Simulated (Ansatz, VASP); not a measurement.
# LiBr: VASP beside Ansatz

The input INCAR:

```
SYSTEM = LiBr
PREC = Accurate ; ENCUT = 750
EDIFF = 1E-6 ; ISMEAR = 0
SIGMA = 0.1 ; LREAL = .False.
LASPH = .True. ; NELM = 120
ALGO = Normal ; ISIF = 2
LWAVE = .False. ; LCHARG = .True.
GGA = PE ; LELF = .True.
LVHAR = .True. ; NBANDS = 12
GGA_COMPAT = .False.
```

File KPOINTS:

```
regular mesh
0
Gamma
  4 4 4
  0 0 0
```

The input POSCAR:

```
LiBr
1.0
    0.0000000000      2.7226905798      2.7226905798
    2.7226905798      0.0000000000      2.7226905798
    2.7226905798      2.7226905798      0.0000000000
Li Br
1 1
Direct
    0.0000000000      0.0000000000      0.0000000000
    0.5000000000      0.5000000000      0.5000000000
```

Input for Ansatz:

```yaml
crystal:
  lattice:
    - [0.0, 2.7226905798, 2.7226905798]
    - [2.7226905798, 0.0, 2.7226905798]
    - [2.7226905798, 2.7226905798, 0.0]
  atoms:
    - { symbol: Li, position: [0.0, 0.0, 0.0] }
    - { symbol: Br, position: [0.5, 0.5, 0.5] }
basis:
  ecutwfc: 420
kpoints:
  mp_grid: { grid: [4, 4, 4] }
hamiltonian:
  xc: pbe
scf:
  occupations: { method: gaussian, width: 0.1 }
output:
  forces: true
  stress: true
  eigenvalues: true
```

Alike in both runs: task single point; functional PBE; k mesh 4 × 4 × 4; occupations gaussian, width 0.1 eV; no spin polarisation.

|  | VASP | Ansatz |
| --- | --- | --- |
| version | VASP 6.6.1 | Ansatz 0.2.0 |
| potentials or method | VASP PAW PBE potentials, release 64 (Li_sv, Br), cutoff 750 eV | scalar-relativistic, plane waves, PAW |
| valence electrons in the cell | 10 | 10 |

|  | VASP | Ansatz | Ansatz less VASP |
| --- | --- | --- | --- |
| gap on the k mesh at the Fermi level (eV) | 5.07 | 5.07 | -0.004 |
| least direct gap on the mesh (eV) | 5.07 | 5.07 | -0.004 |
| pressure (GPa) | 1.1 | 1.2 | +0.05 |

The k mesh is coarse, so the values compare programs but aren't converged.
